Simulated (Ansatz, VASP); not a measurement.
Al: VASP beside Ansatz

```xyz
4
Lattice="2.8222 0.0000 0.0000 -1.4111 2.4441 0.0000 0.0000 0.0000 9.2621" Properties=species:S:1:pos:R:3 pbc="T T T"
Al    0.0000    0.0000    0.0000
Al    0.0000    1.6294    2.3155
Al    0.0000    0.0000    4.6310
Al    1.4111    0.8147    6.9465
```

Alike in both runs: functional r2SCAN; k mesh 18 × 18 × 6; occupations gaussian, width 0.1 eV; no spin polarisation.

Ansatz relaxed the structure, and its values are those at the end. VASP's run is a single point on that final structure, the one shown.

|  | VASP | Ansatz |
| --- | --- | --- |
| version | VASP 6.6.1 | Ansatz 0.2.0 |
| potentials or method | VASP PAW PBE potentials, release 64 (Al), cutoff 520 eV | scalar-relativistic, plane waves, PAW |
| valence electrons in the cell | 12 | 12 |

VASP gave:

```
gap on the k mesh at the Fermi level (eV) : none
pressure (GPa)                            : -0.3
```

Task: Estimate Ansatz's values.

Result: gap on the k mesh at the Fermi level (eV): none; pressure (GPa): 0.0.

VASP's potentials were made for PBE, not for r2SCAN. A gap of «none» marks a metal or a gap that the smearing closes. The functional is the same, so the differences come from potentials, cutoffs and numerics.
